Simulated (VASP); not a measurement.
Wanted: the native input for a VASP 6.6.1 run.

| Item | Value |
| --- | --- |
| Task | single point |
| Functional | PBEsol |
| Potentials or basis | VASP PAW PBE potentials, release 64 (Ta_pv) |
| Cutoff | 520 eV |
| k mesh | 22 × 22 × 22 |
| Occupations | gaussian, width 0.15 eV |
| Spin | no spin polarisation |
| Dipole correction | no |
| Further INCAR settings | ALGO = Fast; EDIFF = 1e-07; NBANDS = 12 |

The structure of Ta lies in POSCAR:

```
Ta
1.0
   -1.5221258959      1.5221258959      1.9046361335
    1.5221258959     -1.5221258959      1.9046361335
    1.5221258959      1.5221258959     -1.9046361335
Ta
1
Direct
    0.0000000000      0.0000000000      0.0000000000
```

The input as run:

INCAR

```
SYSTEM = Ta
PREC = Accurate ; ENCUT = 520
EDIFF = 1E-7 ; ISMEAR = 0
SIGMA = 0.15 ; LREAL = .False.
LASPH = .True. ; NELM = 100
ALGO = Fast ; ISIF = 2
LWAVE = .False. ; LCHARG = .True.
GGA = PS ; LELF = .True.
LVHAR = .True. ; NBANDS = 12
```

KPOINTS

```
Automatic mesh
0
Gamma
  22 22 22
  0 0 0
```

Potentials or basis: VASP PAW PBE potentials, release 64 (Ta_pv).

Command:

```bash
$ cat potpaw_PBE.64/Ta_pv/POTCAR > POTCAR
$ mpirun -np 1 vasp_std > vasp.out
```

It gave:

```
Pressure               : 4.4 GPa
Band gap on the k mesh : zero (an odd number of electrons rules out a gap without spin polarisation)
```

Caveat: the cell stands under pressure; the PAW data sets were made with another functional, which shifts forces and pressure a little; spin-orbit coupling is left out, which moves the levels of the heavy elements.

Run time: 2.1 min on 1 thread of AMD EPYC 9R45 96-Core Processor (Zen 5), on a shared host, peak memory 0.25 GiB.
